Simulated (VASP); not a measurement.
Write the native input for VASP 6.6.1 that does the following.

```yaml
Task: single point
Functional: PBE
Potentials_or_basis: VASP PAW PBE potentials, release 64 (Ni)
Cutoff: 520 eV
k_mesh: 20 × 20 × 14
Occupations: gaussian, width 0.1 eV
Spin: collinear spin, ferromagnetic start
Starting_moments: "[0.75, 0.75] μB"
Dipole_correction: no
Further_INCAR_settings: ALGO = Normal; EDIFF = 1e-06; NBANDS = 21
```

The structure of Ni lies in POSCAR:

```
Ni
1.0
    1.7532758910      1.7532758910      0.0000000000
   -1.7532758910      1.7532758910      0.0000000000
    0.0000000000      0.0000000000      3.5537065109
Ni
2
Direct
    0.0000000000      0.0000000000      0.0000000000
    0.5000000000      0.5000000000      0.5000000000
```

This cell differs from its parent crystal: uniaxial strain along c: +1.0 %, then relaxed in part.

One way to write it, as run:

INCAR

```
PREC = Accurate
ENCUT = 520
EDIFF = 1E-6
ISMEAR = 0
SIGMA = 0.1
LREAL = F
LASPH = T
NELM = 150
ALGO = Normal
ISIF = 2
LWAVE = F
LCHARG = F
ISPIN = 2
MAGMOM = 0.75 0.75
LORBIT = 11
LMAXMIX = 4
GGA = PE
NBANDS = 21
```

KPOINTS

```
regular mesh
0
Gamma
  20 20 14
```

Potentials or basis: VASP PAW PBE potentials, release 64 (Ni).

Run with:

```console
$ cat potpaw_PBE.64/Ni/POTCAR > POTCAR
$ mpirun -np 1 vasp_std > vasp.out
```

Results of the run:

| Item | Value |
| --- | --- |
| Pressure | -0.6 GPa |
| Net moment | 1.26 μB per cell |
| Site moments | Ni +0.64 μB |
| Valence electrons inside the program's atomic spheres | Ni 9.30 |

Caveat: the cell differs from its parent crystal (uniaxial strain along c: +1.0 %, then relaxed in part).

Run time: 4.5 min on 1 thread of Intel(R) Xeon(R) Platinum 8488C (Sapphire Rapids), with other jobs on the host, peak memory 0.4 GiB.
